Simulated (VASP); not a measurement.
Crystal: Zn.

```
CELL_PARAMETERS angstrom
-1.59358 1.77662 1.74602
1.50392 -1.50664 1.38638
1.54411 1.45717 -1.47605
ATOMIC_POSITIONS crystal
Zn 0.00000 0.00000 0.00000
```

| Item | Value |
| --- | --- |
| Program | VASP 6.6.1 |
| Task | relaxation of cell and atoms |
| Functional | PBE |
| Potentials or basis | VASP PAW PBE potentials, release 64 (Zn) |
| Cutoff | 600 eV |
| k mesh | 11 × 12 × 12 |
| Occupations | fermi-dirac, width 0.05 eV |
| Spin | no spin polarisation |

At the start: pressure 2.3 GPa; volume 15.31 Å³/atom.

Where does the relaxation end?

Over 33 steps the energy falls by 78.4 meV/atom and the volume is 15.51 Å³/atom (+1.3 %); space group P-1 (No. 2, to 0.1 Å) before, Immm (No. 71, to 0.1 Å).

The path:
```tsv
step	energy change (eV)	largest force (eV/Å)	pressure (GPa)	volume (Å³)
1	0.0000	0.0000	2.28	15.31
2	-0.0149	0.0000	0.08	15.79
3	-0.0165	0.0000	-1.50	16.06
4	-0.0257	0.0000	-1.38	15.83
5	-0.0382	0.0000	0.76	15.36
6	-0.0428	0.0000	6.29	14.34
7	-0.0456	0.0000	4.08	14.74
8	-0.0481	0.0000	3.34	14.73
9	-0.0561	0.0000	3.89	14.70
10	-0.0584	0.0000	5.12	14.61
11	-0.0613	0.0000	4.92	14.66
12	-0.0669	0.0000	3.89	14.83
13	-0.0764	0.0000	0.81	15.34
14	-0.0774	0.0000	0.40	15.52
15	-0.0772	0.0000	-0.42	15.73
16	-0.0775	0.0000	-0.51	15.65
17	-0.0775	0.0000	-0.20	15.58
18	-0.0775	0.0000	-0.14	15.57
19	-0.0777	0.0000	-0.41	15.56
20	-0.0781	0.0000	0.06	15.53
21	-0.0779	0.0000	0.17	15.46
22	-0.0782	0.0000	0.14	15.50
23	-0.0783	0.0000	0.50	15.52
24	-0.0783	0.0000	-0.16	15.57
25	-0.0783	0.0000	-0.42	15.56
26	-0.0783	0.0000	-0.68	15.54
27	-0.0783	0.0000	-0.35	15.53
28	-0.0783	0.0000	-0.23	15.53
29	-0.0784	0.0000	-0.53	15.51
30	-0.0783	0.0000	0.12	15.48
31	-0.0784	0.0000	0.64	15.50
32	-0.0784	0.0000	0.39	15.51
33	-0.0784	0.0000	-0.05	15.51
```

Final structure:
```yaml
crystal:
  lattice:
    - [-1.30485, 1.86543, 1.62501]
    - [1.29848, -1.84552, 1.61099]
    - [1.30603, 1.81477, -1.63200]
  atoms:
    - { symbol: Zn, position: [0.00000, 0.00000, 0.00000] }
```
